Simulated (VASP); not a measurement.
Runs of VASP 6.6.1 on Pb. The structure is that of space group Fd-3m (No. 227), or close to it. The cells are those of the table. 

```tsv
task	cell	k mesh	cutoff (eV)	gap on the mesh (eV)	pressure (GPa)
single point	a = 4.888 Å, angles 60.0°, 2 atoms	13 × 13 × 13	520	none	-0.1
single point	a = 4.952 Å, angles 60.0°, 2 atoms	9 × 9 × 9	520	none	-1.2
single point	a = 4.888 Å, angles 60.0°, 2 atoms	9 × 9 × 9	520	none	-0.1
single point	a = 4.754 Å, angles 60.0°, 2 atoms	9 × 9 × 9	520	none	3.0
single point	a = 4.888 Å, angles 60.0°, 2 atoms	8 × 8 × 8	520	none	-0.1
relaxation of cell and atoms	relaxed from a = 4.874 Å, angles 60.0°, 2 atoms	8 × 8 × 8	600	none	0.0
single point	a = 4.822 Å, angles 60.0°, 2 atoms	9 × 9 × 9	520	none	1.2
single point	a = 5.076 Å, angles 60.0°, 2 atoms	9 × 9 × 9	520	none	(a)
```

Alike in all rows: level PBEsol; potentials or basis VASP PAW PBE potentials, release 64 (Pb_d); no spin polarisation; smearing fermi-dirac 0.1 eV.

Problem. Fill in the values left out.

Solution. (a) -2.7.

Caveats: the PAW data sets were made with another functional, which shifts forces and pressure a little; spin-orbit coupling is left out, which moves the levels of the heavy elements.

A k mesh can miss the band edges, and the runs leave out spin-orbit coupling on Pb.

A gap of «none» marks levels without a gap at the run's occupations.
